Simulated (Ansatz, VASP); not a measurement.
# Mo: VASP beside Ansatz

```
Mo
1.0
    -1.57515    1.57515    1.57515
     1.57515   -1.57515    1.57515
     1.57515    1.57515   -1.57515
Mo
1
Direct
  0.00000 0.00000 0.00000
```

Alike in both runs: task single point; functional r2SCAN; k mesh 18 × 18 × 18; occupations gaussian, width 0.05 eV; no spin polarisation.

|  | VASP | Ansatz |
| --- | --- | --- |
| version | VASP 6.6.1 | Ansatz 0.2.0 |
| potentials or method | VASP PAW PBE potentials, release 64 (Mo_sv), cutoff 520 eV | scalar-relativistic, plane waves, PAW |
| valence electrons in the cell | 14 | 14 |

|  | VASP | Ansatz | Ansatz less VASP |
| --- | --- | --- | --- |
| gap on the k mesh at the Fermi level (eV) | none | none | - |
| pressure (GPa) | 1.1 | 0.0 | -1.13 |

VASP's potentials were made for PBE, not for r2SCAN. A gap of «none» marks a metal or a gap that the smearing closes.
